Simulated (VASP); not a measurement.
Here is a VASP 6.6.1 calculation.

File INCAR:

```
PREC = Accurate
ENCUT = 600
EDIFF = 1E-6
ISMEAR = 0
SIGMA = 0.1
LREAL = False
LASPH = True
NELM = 80
ALGO = Normal
ISIF = 3
LWAVE = False
LCHARG = False
GGA = PE
IBRION = 2
NSW = 100
EDIFFG = -0.01
```

The input KPOINTS:

```
Automatic mesh
0
Gamma
  12 12 14
```

File POSCAR:

```
Cu2H3
1.0
    4.4041457050      0.0000000000      0.0000000000
   -2.2020728525      3.8141020625      0.0000000000
    0.0000000000      0.0000000000      2.7277107064
Cu H
2 3
Direct
    0.3333333333      0.6666666667      0.0000000000
    0.6666666667      0.3333333333      0.0000000000
    0.0000000000      0.0000000000      0.8279679640
    0.0000000000      0.0000000000      0.1720320360
    0.0000000000      0.0000000000      0.5000000000
```

Potentials or basis: VASP PAW PBE potentials, release 64 (Cu, H).

Run with:

```console
$ cat potpaw_PBE.64/Cu/POTCAR potpaw_PBE.64/H/POTCAR > POTCAR
$ mpirun -np 1 vasp_std > vasp.out
```

(1) Predict the relaxed volume.

(2) What does it give for the relaxed cell?

(3) What does it give for the band gap on the k mesh?

(4) Predict the space group after relaxing (to 0.1 Å).

Answers

(1) 9.21 Å³/atom.

(2) a = 4.408 Å, b = 4.408 Å, c = 2.737 Å, α = 90.00°, β = 90.00°, γ = 120.00°.

(3) zero (an odd number of electrons rules out a gap without spin polarisation).

(4) P6/mmm (No. 191).
